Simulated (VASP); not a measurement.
# Os (P6_3/mmc) in VASP: further runs, part 2 of 2

VASP 6.6.1.

## 5. Single point, PBEsol

This run uses another cell than the first one, of 13.32 Å³/atom.

Input file INCAR:

```
SYSTEM = Os
PREC = Accurate
ENCUT = 560
EDIFF = 1E-6
ISMEAR = -1
SIGMA = 0.05
LREAL = .FALSE.
LASPH = .TRUE.
NELM = 120
ALGO = Normal
ISIF = 2
LWAVE = .FALSE.
LCHARG = .FALSE.
GGA = PS
NBANDS = 23
GGA_COMPAT = .FALSE.
```

Input file KPOINTS:

```
Automatic mesh
0
G
  11 11 6
  0 0 0
```

Input file POSCAR:

```
Os
1.0
    2.6883486051      0.0000000000      0.0000000000
   -1.3441743025      2.3281781862      0.0000000000
    0.0000000000      0.0000000000      4.2571904753
Os
2
Direct
    0.6666666667      0.3333333333      0.7500000000
    0.3333333333      0.6666666667      0.2500000000
```

Potentials or basis: VASP PAW PBE potentials, release 64 (Os_sv_GW).

Run with:

```bash
$ cat potpaw_PBE.64/Os_sv_GW/POTCAR > POTCAR
$ mpirun -np 1 vasp_std > vasp.out
```

OUTCAR:

```text
SYSTEM = Os
   PREC = Accurate
   ENCUT = 560
   EDIFF = 1E-6
   ISMEAR = -1
   LREAL = .FALSE.
   LASPH = .TRUE.
   NELM = 120
   ISIF = 2
   GGA = PS

 ion  position               nearest neighbor table
   1  0.667  0.333  0.750-   2 2.63   2 2.63   2 2.63   2 2.63   2 2.63   2 2.63
   2  0.333  0.667  0.250-   1 2.63   1 2.63   1 2.63   1 2.63   1 2.63   1 2.63

  LATTYP: Found a hexagonal cell.
 ALAT       =     2.6883486051
 C/A-ratio  =     1.5835708461

  Lattice vectors:

 A1 = (   2.6883486051,   0.0000000000,   0.0000000000)
 A2 = (  -1.3441743025,   2.3281781862,   0.0000000000)
 A3 = (   0.0000000000,   0.0000000000,   4.2571904753)

Analysis of symmetry for initial positions (statically):
=====================================================================
 Subroutine PRICEL returns:
 Original cell was already a primitive cell.

 Routine SETGRP: Setting up the symmetry group for a
 hexagonal supercell.

 Subroutine GETGRP returns: Found 24 space group operations
 (whereof 12 operations were pure point group operations)
 out of a pool of 24 trial point group operations.

The static configuration has the point symmetry D_3d.
 The point group associated with its full space group is D_6h.

Analysis of symmetry for dynamics (positions and initial velocities):
=====================================================================
 Subroutine PRICEL returns:
 Original cell was already a primitive cell.

 Routine SETGRP: Setting up the symmetry group for a
 hexagonal supercell.

 Subroutine GETGRP returns: Found 24 space group operations
 (whereof 12 operations were pure point group operations)
 out of a pool of 24 trial point group operations.

The dynamic configuration has the point symmetry D_3d.
 The point group associated with its full space group is D_6h.

 Subroutine INISYM returns: Found 24 space group operations
 (whereof 12 operations are pure point group operations),
 and found     1 'primitive' translations

[... 108 lines left out ...]
   EFERMI =   0.00;   METHOD = LEGACY
   ISMEAR =    -1;   SIGMA  =   0.05  broadening in eV -4-tet -1-fermi 0-gaus
   EFERMI_NEDOS =   21; number of points for ismear=-14 and -15
   IALGO  =     38    algorithm
   IMIX   =      4    mixing-type and parameters
     AMIX     =   0.40;   BMIX     =  1.00
     AMIX_MAG =   1.60;   BMIX_MAG =  1.00
  volume/ion in A,a.u.               =      13.32        89.91
  Fermi-wavevector in a.u.,A,eV,Ry     =   1.740136  3.288380 41.199439  3.028073
  Thomas-Fermi vector in A             =   2.812843
   LORBIT       =      0    0 simple, 1 ext, 2 COOP (PROOUT), +10 PAW based schemes
   GGA     = PS    functional components
   LHFCALC =     F    Hartree Fock is set to
   AEXX    =    0.0000 exact exchange contribution
   IVDW    =     0    specifies the selected vdW correction
   LEPSILON=     F    determine dielectric tensor
   LRPA    =     F    only Hartree local field effects (RPA)
 non-spin polarized calculation
  energy-cutoff  :      560.00
  volume of cell :       26.65
 maximum number of plane-waves:       813
 NGX is ok and might be reduce to    24
   NGX = 11   NGY = 11   NGZ = 17

 number of electron      31.9999999 magnetization

 Free energy of the ion-electron system (eV)
  ---------------------------------------------------
  ext. energy  EPLUGINS =         0.00000000
  ---------------------------------------------------
  free energy    TOTEN  =       -26.66234029 eV

  energy without entropy =      -26.65003688  energy(sigma->0) =      -26.65618858

 E-fermi :  14.5114     XC(G=0): -15.0567

 val. band max:       14.4998586915   @ k =   0.0909  -0.0000   0.3333
 cond. band min:      14.5635941371   @ k =   0.0000   0.0000   0.0000
 fundamental gap:      0.0637354457
 Fermi energy:        14.5113695799

 k-point     1 :       0.0000    0.0000    0.0000
  band No.  band energies     occupation
      1     -72.2028      2.00000
      2     -72.0601      2.00000
      3     -32.2729      2.00000
      4     -31.1565      2.00000
      5     -31.1565      2.00000
      6     -30.9513      2.00000
[... 613 lines left out ...]
     22      29.9990      0.00000
     23      30.7137      0.00000

 [... further k-points ...]

------------------------ aborting loop because EDIFF is reached ----------------------------------------

  FORCE on cell =-STRESS in cart. coord.  units (eV):
  Direction    XX          YY          ZZ          XY          YZ          ZX
  --------------------------------------------------------------------------------------
  -------------------------------------------------------------------------------------
  Total        3.0954260      3.0954260      3.0952676      0.0000000      0.0000000     -0.0000000
  in kB      186.1256041    186.1256041    186.1160807      0.0000000      0.0000000     -0.0000000
  external PRESSURE =     186.1224296 kB  Pullay stress =       0.0000000 kB

 VOLUME and BASIS-vectors are now :
 -----------------------------------------------------------------------------
  energy-cutoff  :      560.00
  volume of cell :       26.65
      direct lattice vectors                 reciprocal lattice vectors
     2.688348605  0.000000000  0.000000000     0.371975568  0.214760194  0.000000000
    -1.344174302  2.328178186  0.000000000     0.000000000  0.429520389  0.000000000
     0.000000000  0.000000000  4.257190475     0.000000000  0.000000000  0.234896701

 POSITION                                       TOTAL-FORCE (eV/Angst)
 -----------------------------------------------------------------------------------
      1.34417      0.77606      3.19289        -0.000000     -0.000000      0.000000
     -0.00000      1.55212      1.06430         0.000000      0.000000      0.000000
 -----------------------------------------------------------------------------------
    total drift:                                0.000000     -0.000000      0.000000

  FREE ENERGIE OF THE ION-ELECTRON SYSTEM (eV)
  ---------------------------------------------------
  free  energy   TOTEN  =       -26.6623402876 eV

  energy  without entropy=      -26.6500368770  energy(sigma->0) =      -26.65618858
```

It took 18 s on 1 thread of Intel Xeon 6975P-C (Granite Rapids), shared host; peak memory 0.18 GiB.

Results:

```yaml
Free_energy: -26.6623 eV
Pressure: 18.6 GPa
Band_gap_on_the_k_mesh: zero (bands 16 and 17 overlap by 4.21 eV)
```

Caveat: the cell stands under pressure; the PAW data sets were made with another functional, which shifts forces and pressure a little; spin-orbit coupling is left out, which moves the levels of the heavy elements.

## 6. Summary

```csv
level,potentials or basis,cell,gap on the mesh (eV),pressure (GPa)
BLYP,"VASP PAW PBE potentials, release 64 (Os_sv_GW)","a = 2.770, b = 2.770, c = 4.377 Å, angles 90.0, 90.0, 120.0°, 2 atoms",none,9.3
LDA,"VASP PAW LDA potentials, release 64 (Os_sv_GW)","a = 2.752, b = 2.752, c = 4.348 Å, angles 90.0, 90.0, 120.0°, 2 atoms",none,-16.1
SVWN5,"VASP PAW PBE potentials, release 64 (Os_sv_GW)","a = 2.788, b = 2.788, c = 4.404 Å, angles 90.0, 90.0, 120.0°, 2 atoms",none,-31.0
PBEsol,"VASP PAW PBE potentials, release 64 (Os_sv_GW)","a = 2.688, b = 2.688, c = 4.257 Å, angles 90.0, 90.0, 120.0°, 2 atoms",none,18.6
```

Alike in all rows: task single point; no spin polarisation; k mesh 11 × 11 × 6; cutoff (eV) 560; smearing fermi-dirac 0.05 eV.

Caveats: spin-orbit coupling is left out, which moves the levels of the heavy elements; the PAW data sets were made with another functional, which shifts forces and pressure a little (at least some runs); the cell stands under pressure (at least some runs); the cell stands under tension (at least some runs).

Total energies depend on the potentials used, so only differences within one code and one set of settings carry meaning.

The gap in the log of VASP goes by the Fermi energy; the results here count the filled bands.